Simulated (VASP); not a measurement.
**MnS: single point with PBE**

Crystal: MnS.

```xyz
2
Lattice="0.0000 2.5602 2.5602 2.5602 0.0000 2.5602 2.5602 2.5602 0.0000" Properties=species:S:1:pos:R:3 pbc="T T T"
Mn    0.0000    0.0000    0.0000
S     2.5602    2.5602    2.5602
```

| Property | Result |
| --- | --- |
| Program | VASP 6.6.1 |
| Task | single point |
| Functional | PBE |
| Potentials or basis | VASP PAW PBE potentials, release 64 (Mn_pv, S) |
| Cutoff | 520 eV |
| k mesh | 6 × 6 × 6 |
| Occupations | gaussian, width 0.05 eV |
| Spin | collinear spin, ferromagnetic start |
| Starting moments | [4.56, 0.0] μB |
| Dipole correction | no |
| Further INCAR settings | ALGO = Normal; EDIFF = 1e-07; NBANDS = 20 |

| Item | Value |
| --- | --- |
| Pressure | -0.9 GPa |
| Net moment | 4.53 μB per cell |
| Site moments | Mn +4.13; S +0.08 μB |
| Valence electrons inside the program's atomic spheres | Mn 11.36; S 3.73 |

Levels at points of the mesh, in eV from the Fermi level:
Spin up:
```tsv
k point	band 9	band 10	band 11	band 12	band 13	band 14	band 15	band 16
(0.00, 0.00, 0.00)	-3.32	-2.01	-2.01	-2.01	2.05	8.65	8.65	8.65
(0.50, 0.00, 0.00)	-2.83	-2.44	0.53	0.53	2.80	5.37	5.37	9.06
(0.50, 0.50, 0.00)	-3.04	-2.68	-2.68	-2.15	0.92	5.49	10.53	12.41
```
Spin down:
| k point | band 3 | band 4 | band 5 | band 6 | band 7 | band 8 | band 9 | band 10 | band 11 | band 12 |
| --- | --- | --- | --- | --- | --- | --- | --- | --- | --- | --- |
| (0.00, 0.00, 0.00) | -46.27 | -14.74 | -1.82 | -1.82 | -1.82 | 0.10 | 0.10 | 0.10 | 0.18 | 0.18 |
| (0.50, 0.00, 0.00) | -46.27 | -13.34 | -6.79 | -3.65 | -3.65 | 1.17 | 1.17 | 1.38 | 3.25 | 3.25 |
| (0.50, 0.50, 0.00) | -46.27 | -13.17 | -5.95 | -3.43 | -3.43 | -1.11 | 0.65 | 1.43 | 1.43 | 1.57 |

It took 36 s on 1 thread of Intel(R) Xeon(R) Platinum 8259CL CPU @ 2.50GHz (Skylake/Cascade Lake) (shared host), peak memory 0.17 GiB.

Caveat: a cell with one magnetic atom can't hold antiferromagnetic order, which such compounds often take; semilocal functionals often make such compounds metallic where correlation or magnetic order opens a gap, which also shifts bond lengths. With open d or f shells a metallic result of PBE can be an artefact of self-interaction; +U or a hybrid may open a gap.
